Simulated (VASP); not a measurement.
# GaN (F-43m) in VASP: notebook

The runs below take GaN through vibrations by perturbation theory, with PBEsol.

All numbers are computed with VASP 6.6.1; they aren't measurements. Logs are shortened: lines on timing, memory, paths and dates and some standing lists are left out, and cuts for length are marked.

## (1) The cell of the first run

It takes space group F-43m (No. 216, cubic). Conventional cell: a = 4.421 Å, b = 4.421 Å, c = 4.421 Å, α = 90.00°, β = 90.00°, γ = 90.00°. Ga (site symmetry -43m) has 4 N at 1.91 Å within 2.5 Å. N (site symmetry -43m) has 4 Ga at 1.91 Å within 2.5 Å.

## (2) Vibrations by perturbation theory, PBEsol

Input file INCAR:

```
PREC = Accurate
ENCUT = 520
EDIFF = 1E-8
ISMEAR = 0
SIGMA = 0.01
LREAL = False
LASPH = True
NELM = 80
ALGO = Normal
ISIF = 2
LWAVE = False
LCHARG = True
GGA = PS
NBANDS = 16
IBRION = 8
NSW = 1
LEPSILON = True
```

Input file KPOINTS:

```
Automatic mesh
0
Gamma
  10 10 10
```

Input file POSCAR:

```
GaN
1.0
    0.0000000000      2.2103059592      2.2103059592
    2.2103059592      0.0000000000      2.2103059592
    2.2103059592      2.2103059592      0.0000000000
Ga N
1 1
Direct
    0.0000000000      0.0000000000      0.0000000000
    0.7500000000      0.7500000000      0.7500000000
```

Potentials or basis: VASP PAW PBE potentials, release 64 (Ga_d, N).

Started as:

```bash
cat potpaw_PBE.64/Ga_d/POTCAR potpaw_PBE.64/N/POTCAR > POTCAR
mpirun -np 1 vasp_std > vasp.out
```

OUTCAR:

```text
PREC = Accurate
   ENCUT = 520
   EDIFF = 1E-8
   ISMEAR = 0
   LREAL = False
   LASPH = True
   NELM = 80
   ISIF = 2
   GGA = PS
   IBRION = 8
   NSW = 1
   LEPSILON = True

 ion  position               nearest neighbor table
   1  0.000  0.000  0.000-   2 1.91   2 1.91   2 1.91   2 1.91
   2  0.750  0.750  0.750-   1 1.91   1 1.91   1 1.91   1 1.91

  LATTYP: Found a face centered cubic cell.
 ALAT       =     4.4206119184

  Lattice vectors:

 A1 = (   0.0000000000,   2.2103059592,   2.2103059592)
 A2 = (   2.2103059592,   0.0000000000,   2.2103059592)
 A3 = (   2.2103059592,   2.2103059592,   0.0000000000)

Analysis of symmetry for initial positions (statically):
=====================================================================
 Subroutine PRICEL returns:
 Original cell was already a primitive cell.

 Routine SETGRP: Setting up the symmetry group for a
 face centered cubic supercell.

 Subroutine GETGRP returns: Found 24 space group operations
 (whereof 24 operations were pure point group operations)
 out of a pool of 48 trial point group operations.

The static configuration has the point symmetry T_d .

Analysis of symmetry for dynamics (positions and initial velocities):
=====================================================================
 Subroutine PRICEL returns:
 Original cell was already a primitive cell.

 Routine SETGRP: Setting up the symmetry group for a
 face centered cubic supercell.

 Subroutine GETGRP returns: Found 24 space group operations
 (whereof 24 operations were pure point group operations)
 out of a pool of 48 trial point group operations.

The dynamic configuration has the point symmetry T_d .

 Subroutine INISYM returns: Found 24 space group operations
 (whereof 24 operations are pure point group operations),
 and found     1 'primitive' translations

----------------------------------------------------------------------------------------

                                     Primitive cell

  volume of cell :      21.5967

  direct lattice vectors                    reciprocal lattice vectors
     0.000000000  2.210305959  2.210305959    -0.226213026  0.226213026  0.226213026
     2.210305959  0.000000000  2.210305959     0.226213026 -0.226213026  0.226213026
     2.210305959  2.210305959  0.000000000     0.226213026  0.226213026 -0.226213026

  length of vectors
     3.125844664  3.125844664  3.125844664     0.391812455  0.391812455  0.391812455

  position of ions in fractional coordinates (direct lattice)
     0.000000000  0.000000000  0.000000000
     0.750000000  0.750000000  0.750000000

  ion indices of the primitive-cell ions
   primitive index   ion index
                 1           1
                 2           2

----------------------------------------------------------------------------------------

 KPOINTS: Automatic mesh

Automatic generation of k-mesh.
 Grid dimensions read from file:
 generate k-points for:   10   10   10

 Generating k-lattice:

  Cartesian coordinates                     Fractional coordinates (reciprocal lattice)
    -0.022621303  0.022621303  0.022621303     0.100000000  0.000000000  0.000000000
     0.022621303 -0.022621303  0.022621303     0.000000000  0.100000000  0.000000000
     0.022621303  0.022621303 -0.022621303     0.000000000  0.000000000  0.100000000
[... 603 lines left out ...]
  ---------------------------------------------------
  free energy    TOTEN  =        -0.29890596 eV

  energy without entropy =       -0.29890596

------------------------ aborting loop because EDIFF is reached ----------------------------------------

--------------------------------------- Ionic step        2  -------------------------------------------

------------------------ aborting loop because EDIFF is reached ----------------------------------------

--------------------------------------- Ionic step        3  -------------------------------------------

------------------------ aborting loop because EDIFF is reached ----------------------------------------

 PIEZOELECTRIC TENSOR FIELD DIRECTION 3  (e Angst)
 -----------------------------------------------------------------------------
    -0.00155  1.35539  0.00000           ( -0.00000  0.10215  0.00000)
     1.35539 -0.00155  0.00000           (  0.10215 -0.00000  0.00000)
     0.00000  0.00000  0.00207           (  0.00000  0.00000 -0.00000)

 PIEZOELECTRIC TENSOR FIELD DIRECTION 3  (C/m^2)
 -----------------------------------------------------------------------------
    -0.00115  1.00551  0.00000
     1.00551 -0.00115  0.00000
     0.00000  0.00000  0.00153

--------------------------------------- Ionic step        4  -------------------------------------------

------------------------ aborting loop because EDIFF is reached ----------------------------------------

[... ionic steps 5 to 6 ...]

--------------------------------------- Ionic step        7  -------------------------------------------

 Free energy of the ion-electron system (eV)
  ---------------------------------------------------
  ---------------------------------------------------
  free energy    TOTEN  =        -0.23312160 eV

  energy without entropy =       -0.23312160

------------------------ aborting loop because EDIFF is reached ----------------------------------------

 INTERNAL STRAIN TENSOR  FOR ION    2  DIRECTION 1   (eV/Angst):
 -----------------------------------------------------------------------------
     0.00130  0.00000  0.00000
     0.00000 -0.00374 11.19334
     0.00000 11.19334 -0.00374

 MACROSCOPIC STATIC DIELECTRIC TENSOR (including local field effects in DFT)
 ------------------------------------------------------
           5.698508     0.000000    -0.000000
          -0.000000     5.698508     0.000000
          -0.000000    -0.000000     5.698508
 ------------------------------------------------------

 PIEZOELECTRIC TENSOR (including local field effects)  for field in x, y, z        (e  Angst)
          XX          YY          ZZ          XY          YZ          ZX
  --------------------------------------------------------------------------------
  x    -0.00000     0.00000     0.00000     0.00000     1.35754     0.00000
  y     0.00000    -0.00000    -0.00000     0.00000     0.00000     1.35754
  z    -0.00000     0.00000     0.00000     1.35754     0.00000     0.00000

 PIEZOELECTRIC TENSOR (including local field effects)  for field in x, y, z        (C/m^2)
          XX          YY          ZZ          XY          YZ          ZX
  --------------------------------------------------------------------------------
  x    -0.00000     0.00000     0.00000     0.00000     1.00711     0.00000
  y     0.00000    -0.00000    -0.00000     0.00000     0.00000     1.00711
  z    -0.00000     0.00000     0.00000     1.00711     0.00000     0.00000

 BORN EFFECTIVE CHARGES (including local field effects) (in |e|, cummulative output)
 ---------------------------------------------------------------------------------
 ion    1
    1     2.62439     0.00000     0.00000
    2    -0.00000     2.62439     0.00000
    3    -0.00000    -0.00000     2.62439
 ion    2
    1    -2.62439    -0.00000    -0.00000
    2     0.00000    -2.62439    -0.00000
    3     0.00000     0.00000    -2.62439

 INTERNAL STRAIN TENSOR FOR ION    2 for displacements in x,y,z  (eV/Angst):
          X           Y           Z          XY          YZ          ZX
  --------------------------------------------------------------------------------
  x     0.00000     0.00000    -0.00000     0.00000    11.19334     0.00000
  y     0.00000    -0.00000    -0.00000     0.00000     0.00000    11.19334
  z    -0.00000     0.00000     0.00000    11.19334     0.00000     0.00000

 SECOND DERIVATIVES (NOT SYMMETRIZED)
 ------------------------------------
               1X          1Y          1Z          2X          2Y          2Z
  1X   -14.235430    0.000000    0.000000   14.235430    0.000000    0.000000
  1Y     0.000000  -14.235430    0.000000    0.000000   14.235430    0.000000
  1Z     0.000000    0.000000  -14.235430    0.000000    0.000000   14.235430
  2X    14.217573    0.000000    0.000000  -14.217573    0.000000    0.000000
  2Y     0.000000   14.217573    0.000000    0.000000  -14.217573    0.000000
  2Z     0.000000    0.000000   14.217573    0.000000    0.000000  -14.217573

 Eigenvectors and eigenvalues of the dynamical matrix
 ----------------------------------------------------

   1 f  =   17.264997 THz   108.479172 2PiTHz  575.898294 cm-1    71.402256 meV
             X         Y         Z           dx          dy          dz
      0.000000  0.000000  0.000000     0.081272    0.400996    0.000000
      3.315459  3.315459  3.315459    -0.181250   -0.894285    0.000000
[... 21 lines left out ...]
   6 f/i=    0.004045 THz     0.025418 2PiTHz    0.134940 cm-1     0.016730 meV
             X         Y         Z           dx          dy          dz
      0.000000  0.000000  0.000000     0.257959   -0.618597   -0.619187
      3.315459  3.315459  3.315459     0.115668   -0.277378   -0.277642

--------------------------------------------------------------------------------------------------------

 MACROSCOPIC STATIC DIELECTRIC TENSOR IONIC CONTRIBUTION
 ------------------------------------------------------
           4.056371    -0.000000    -0.000000
          -0.000000     4.056371    -0.000000
          -0.000000    -0.000000     4.056371
 ------------------------------------------------------

 ELASTIC MODULI CONTR FROM IONIC RELAXATION (kBar)
 Direction    XX          YY          ZZ          XY          YZ          ZX
 --------------------------------------------------------------------------------
 XX          -0.0000     -0.0000      0.0000      0.0000     -0.0000     -0.0000
 YY          -0.0000     -0.0000     -0.0000     -0.0000      0.0000     -0.0000
 ZZ           0.0000     -0.0000     -0.0000     -0.0000      0.0000      0.0000
 XY           0.0000     -0.0000     -0.0000   -616.6605     -0.0000      0.0000
 YZ          -0.0000      0.0000      0.0000     -0.0000   -616.6605      0.0000
 ZX          -0.0000     -0.0000      0.0000      0.0000      0.0000   -616.6605
 --------------------------------------------------------------------------------

 PIEZOELECTRIC TENSOR IONIC CONTR  for field in x, y, z        (C/m^2)
          XX          YY          ZZ          XY          YZ          ZX
  --------------------------------------------------------------------------------
  x    -0.00000     0.00000     0.00000    -0.00000    -1.48821     0.00000
  y    -0.00000    -0.00000     0.00000     0.00000     0.00000    -1.48821
  z     0.00000    -0.00000    -0.00000    -1.48821     0.00000     0.00000
```

Run time: 2.7 min. Hardware: 1 thread of Intel Xeon 6975P-C (Granite Rapids), shared host; peak memory 0.26 GiB.

Results:

```yaml
Electronic_dielectric_tensor_diagonal: 5.70
Born_charges_mean_of_the_diagonal: Ga +2.62; N -2.62 e
Highest_phonon_frequency_at_Γ_LO-TO_splitting_left_out: 576 cm⁻¹
```

Phonon frequencies in cm⁻¹ (negative: imaginary):
| q point | frequencies |
| --- | --- |
| (0.000, 0.000, 0.000) | 0 0 0 576 576 576 |

Electronic dielectric tensor:
```
5.70 0.00 0.00
0.00 5.70 0.00
0.00 0.00 5.70
```

Born effective charge tensors (e):
atom 1, Ga
```
2.62 0.00 0.00
0.00 2.62 0.00
0.00 0.00 2.62
```
atom 2, N
```
-2.62  0.00  0.00
 0.00 -2.62  0.00
 0.00  0.00 -2.62
```

Caveat: the cell wasn't relaxed at this level first, which shifts response properties; the PAW data sets were made with another functional, which shifts forces and pressure a little.

## (3) Vibrations by perturbation theory, PBEsol

This run uses another cell than the first one, of 11.09 Å³/atom, 1.027 times its volume.

Input file INCAR:

```
SYSTEM = GaN
  PREC = Accurate
  ENCUT = 520
  EDIFF = 1E-8
  ISMEAR = 0
  SIGMA = 0.01
  LREAL = .False.
  LASPH = .True.
  NELM = 80
  ALGO = Normal
  ISIF = 2
  LWAVE = .False.
  LCHARG = .False.
  GGA = PS
  IBRION = 8
  NSW = 1
  LEPSILON = .True.
```

Input file KPOINTS:

```
Automatic mesh
0
Gamma
  10 10 10
  0 0 0
```

Input file POSCAR:

```
GaN
1.0
    0.0000000000      2.2302885187      2.2302885187
    2.2302885187      0.0000000000      2.2302885187
    2.2302885187      2.2302885187      0.0000000000
Ga N
1 1
Direct
    0.0000000000      0.0000000000      0.0000000000
    0.7500000000      0.7500000000      0.7500000000
```

Potentials or basis: VASP PAW PBE potentials, release 64 (Ga_d, N).

Started as:

```bash
cat potpaw_PBE.64/Ga_d/POTCAR potpaw_PBE.64/N/POTCAR > POTCAR
mpirun -np 1 vasp_std > vasp.out
```

OUTCAR:

```text
SYSTEM = GaN
   PREC = Accurate
   ENCUT = 520
   EDIFF = 1E-8
   ISMEAR = 0
   LREAL = .False.
   LASPH = .True.
   NELM = 80
   ISIF = 2
   GGA = PS
   IBRION = 8
   NSW = 1
   LEPSILON = .True.

 ion  position               nearest neighbor table
   1  0.000  0.000  0.000-   2 1.93   2 1.93   2 1.93   2 1.93
   2  0.750  0.750  0.750-   1 1.93   1 1.93   1 1.93   1 1.93

  LATTYP: Found a face centered cubic cell.
[... 713 lines left out ...]
      3.345433  3.345433  3.345433     0.000000    0.000000    0.912469
[... 21 lines left out ...]
   6 f/i=    0.003838 THz     0.024113 2PiTHz    0.128014 cm-1     0.015872 meV
             X         Y         Z           dx          dy          dz
      0.000000  0.000000  0.000000     0.716718   -0.560248   -0.070973
      3.345433  3.345433  3.345433     0.321373   -0.251212   -0.031824

--------------------------------------------------------------------------------------------------------

 MACROSCOPIC STATIC DIELECTRIC TENSOR IONIC CONTRIBUTION
 ------------------------------------------------------
           4.320249     0.000000    -0.000000
           0.000000     4.320249    -0.000000
          -0.000000    -0.000000     4.320249
 ------------------------------------------------------

 ELASTIC MODULI CONTR FROM IONIC RELAXATION (kBar)
 Direction    XX          YY          ZZ          XY          YZ          ZX
 --------------------------------------------------------------------------------
 XX          -0.0000      0.0000     -0.0000     -0.0000      0.0000      0.0000
 YY           0.0000     -0.0000     -0.0000      0.0000      0.0000     -0.0000
 ZZ          -0.0000     -0.0000     -0.0000      0.0000      0.0000     -0.0000
 XY          -0.0000      0.0000      0.0000   -471.4022      0.0000      0.0000
 YZ           0.0000      0.0000      0.0000      0.0000   -471.4022     -0.0000
 ZX           0.0000     -0.0000     -0.0000      0.0000     -0.0000   -471.4022
 --------------------------------------------------------------------------------

 PIEZOELECTRIC TENSOR IONIC CONTR  for field in x, y, z        (C/m^2)
          XX          YY          ZZ          XY          YZ          ZX
  --------------------------------------------------------------------------------
  x     0.00000     0.00000     0.00000     0.00000    -1.34283    -0.00000
  y     0.00000    -0.00000    -0.00000     0.00000    -0.00000    -1.34283
  z    -0.00000     0.00000     0.00000    -1.34283     0.00000     0.00000
```

stdout:

```text
POSCAR found type information on POSCAR GaN
 POSCAR found :  2 types and       2 ions
 scaLAPACK will be used
 -----------------------------------------------------------------------------
|                                                                             |
[... 106 lines left out ...]
 LRF_COMMUTATOR internal error: the vector H(1)-e(1) S(1) |phi(0)> is not orthog
 onal to |phi(0)> (-1.091571390208265E-004,-3.580469254416130E-015)
 LRF_COMMUTATOR internal error: the vector H(1)-e(1) S(1) |phi(0)> is not orthog
 onal to |phi(0)> (1.479104615070836E-004,-6.092348847630547E-015)
 Linear response to external field (no local field effect), progress :
  Direction:   1
 dielectric tensor                  component  1 :     6.880     2.549     0.619
 Linear response to external fiel
```

Wall time 2.2 min (1 thread of Intel Xeon 6975P-C (Granite Rapids), shared host); peak memory 0.25 GiB.

Results:

```
Electronic dielectric tensor (diagonal)                 : 5.86
Born charges (mean of the diagonal)                     : Ga +2.64; N -2.64 e
Highest phonon frequency at Γ, LO-TO splitting left out : 554 cm⁻¹
```

Phonon frequencies in cm⁻¹ (negative: imaginary):
| q point | frequencies |
| --- | --- |
| (0.000, 0.000, 0.000) | 0 0 0 554 554 554 |

Electronic dielectric tensor:
```
5.86 0.00 0.00
0.00 5.86 0.00
0.00 0.00 5.86
```

Born effective charge tensors (e):
atom 1, Ga
```
2.64 0.00 0.00
0.00 2.64 0.00
0.00 0.00 2.64
```
atom 2, N
```
-2.64  0.00  0.00
 0.00 -2.64  0.00
 0.00  0.00 -2.64
```

Caveat: the cell wasn't relaxed at this level first, which shifts response properties; the PAW data sets were made with another functional, which shifts forces and pressure a little.

(Continued in part 2 of 3.)
